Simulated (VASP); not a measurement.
Here is a VASP 6.6.1 calculation.

File POSCAR:

```
TiO2
1.0
    4.5150000000      0.0000000000      0.0000000000
    0.0000000000      5.4970000000      0.0000000000
    0.0000000000      0.0000000000      4.9390000000
Ti O
4 8
Direct
    0.0000000000      0.1736194678      0.2500000000
    0.5000000000      0.3263805322      0.7500000000
    0.0000000000      0.8263805322      0.7500000000
    0.5000000000      0.6736194678      0.2500000000
    0.2711241174      0.3812158184      0.4192778048
    0.2288758826      0.1187841816      0.9192778048
    0.7711241174      0.1187841816      0.5807221952
    0.7288758826      0.3812158184      0.0807221952
    0.7288758826      0.6187841816      0.5807221952
    0.7711241174      0.8812158184      0.0807221952
    0.2288758826      0.8812158184      0.4192778048
    0.2711241174      0.6187841816      0.9192778048
```

Contents of INCAR.step1:

```
SYSTEM = TiO2
PREC = Accurate
ENCUT = 520
ISMEAR = -1
SIGMA = 0.01
LREAL = .FALSE.
LASPH = .TRUE.
NELM = 60
NBANDS = 60
GGA = PE
ALGO = Normal
EDIFF = 1E-4
LWAVE = .TRUE.
LCHARG = .FALSE.
```

INCAR.step2

```
SYSTEM = TiO2
PREC = Accurate
ENCUT = 520
EDIFF = 1E-7
ISMEAR = -1
SIGMA = 0.01
LREAL = .FALSE.
LASPH = .TRUE.
NELM = 60
ALGO = Normal
ISIF = 2
LWAVE = .FALSE.
LCHARG = .FALSE.
METAGGA = R2SCAN
LMIXTAU = .TRUE.
NBANDS = 60
ISTART = 1
```

Contents of KPOINTS:

```
regular mesh
0
G
  6 5 6
  0 0 0
```

Potentials or basis: VASP PAW PBE potentials, release 64 (Ti_sv, O).

The run is started by

```sh
$ cat potpaw_PBE.64/Ti_sv/POTCAR potpaw_PBE.64/O/POTCAR > POTCAR
$ cp INCAR.step1 INCAR
$ mpirun -np 1 vasp_std > vasp.out
$ cp INCAR.step2 INCAR
$ mpirun -np 1 vasp_std > vasp.out
```

(1) Estimate the largest force.

(2) What does it give for the band gap on the k mesh?

(3) What does it give for the pressure?

Answers

(1) 0.104 eV/Å.

(2) 3.01 eV (least direct gap 3.04 eV).

(3) 1.3 GPa.

Caveat: the PAW data sets were made with another functional, which shifts forces and pressure a little.
